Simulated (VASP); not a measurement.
A run of VASP 6.6.1 is set up as follows.

INCAR

```
SYSTEM = BeSe2
ALGO = Normal
EDIFF = 1E-6
ENCUT = 520
GGA = PE
ISIF = 2
ISMEAR = 0
LASPH = .TRUE.
LCHARG = .FALSE.
LREAL = .FALSE.
LWAVE = .FALSE.
NBANDS = 23
NELM = 60
PREC = Accurate
SIGMA = 0.02
```

KPOINTS

```
k-points
0
G
  8 8 8
  0 0 0
```

Contents of POSCAR:

```
BeSe2
1.0
   -2.0765667577      4.5589674882      3.1298682707
    2.0765667577     -4.5589674882      3.1298682707
    2.0765667577      4.5589674882     -3.1298682707
Be Se
2 4
Direct
    0.2500000000      0.2500000000      0.0000000000
    0.7500000000      0.7500000000      0.0000000000
    0.1093896567      0.3192264172      0.4286160739
    0.6093896567      0.1807735828      0.7901632395
    0.3906103433      0.8192264172      0.2098367605
    0.8906103433      0.6807735828      0.5713839261
```

Potentials or basis: VASP PAW PBE potentials, release 64 (Be, Se).

Command:

```bash
$ cat potpaw_PBE.64/Be/POTCAR potpaw_PBE.64/Se/POTCAR > POTCAR
$ mpirun -np 1 vasp_std > vasp.out
```

Predict the pressure.

0.1 GPa.

Predict the largest force.

0.016 eV/Å.

What does it give for the band gap on the k mesh?

0.68 eV, indirect (least direct gap 1.27 eV).

Forces in eV/Å, atoms in the order of the input:
```
Be   0.000  0.000  0.000
Be   0.000  0.000  0.000
Se   0.007  0.015  0.000
Se  -0.007  0.015  0.000
Se   0.007 -0.015  0.000
Se  -0.007 -0.015  0.000
```

A k mesh can miss the band edges.
